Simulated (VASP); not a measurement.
Crystal: TaN.

```xyz
2
Lattice="2.9380 0.0000 0.0000 -1.4690 2.5444 0.0000 0.0000 0.0000 2.8830" Properties=species:S:1:pos:R:3 pbc="T T T"
Ta    0.0000    1.6963    1.4415
N     0.0000    0.0000    0.0000
```

```yaml
Program: VASP 6.6.1
Task: relaxation of cell and atoms
Functional: PBE
Potentials_or_basis: VASP PAW PBE potentials, release 64 (Ta_pv, N)
Cutoff: 600 eV
k_mesh: 10 × 10 × 9
Occupations: fermi-dirac, width 0.05 eV
Spin: no spin polarisation
Hubbard_terms: Ta d U = 5.0 eV
```

At the start: pressure 21.8 GPa; volume 10.78 Å³/atom.

How do energy, volume and symmetry change on relaxing?

Over 10 steps the energy falls by 43.8 meV/atom and the volume is 11.46 Å³/atom (+6.3 %); space group P-6m2 (No. 187, to 0.05 Å).

The path:
```csv
step,energy change (eV),largest force (eV/Å),pressure (GPa),volume (Å³)
1,0.0000,0.0000,21.76,21.55
2,0.3270,0.0000,-32.83,26.45
3,-0.0874,0.0000,-0.97,22.98
4,-0.0876,0.0000,-0.05,22.91
5,-0.0876,0.0000,0.30,22.89
6,-0.0876,0.0000,0.25,22.89
7,-0.0877,0.0000,0.29,22.89
8,-0.0877,0.0000,0.30,22.89
9,-0.0876,0.0000,-0.40,22.95
10,-0.0877,0.0000,-0.01,22.91
```

Final structure:
```
Ta N
1.0
     2.99721    0.00000    0.00000
    -1.49861    2.59566    0.00000
     0.00000    0.00000    2.94490
Ta N
1 1
Direct
  0.33333 0.66667 0.50000
  0.00000 0.00000 0.00000
```

Caveat: U without spin polarisation on a metal has little footing.
